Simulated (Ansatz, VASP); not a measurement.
# Mo in VASP and in Ansatz

```
CELL_PARAMETERS angstrom
-1.58381 1.58381 1.58381
1.58381 -1.58381 1.58381
1.58381 1.58381 -1.58381
ATOMIC_POSITIONS crystal
Mo 0.00000 0.00000 0.00000
```

Alike in both runs: task single point; functional PBE; k mesh 5 × 5 × 5; occupations fermi-dirac, width 0.03 eV; no spin polarisation.

```csv
,VASP,Ansatz
version,VASP 6.6.1,Ansatz 0.2.0
potentials or method,"VASP PAW PBE potentials, release 64 (Mo_sv), cutoff 500 eV","all-electron LAPW, scalar-relativistic"
```

```csv
,VASP,Ansatz,Ansatz less VASP
gap on the k mesh at the Fermi level (eV),none,none,-
pressure (GPa),-3.5,-4.1,-0.52
```

A gap of «none» marks a metal or a gap that the smearing closes. Ansatz ran all-electron here, and VASP with PAW potentials.

The k mesh is coarse, so the values compare programs but aren't converged. Noted on Ansatz's run: the k mesh is thin for a metal, which can move the energy by tens of meV per atom.
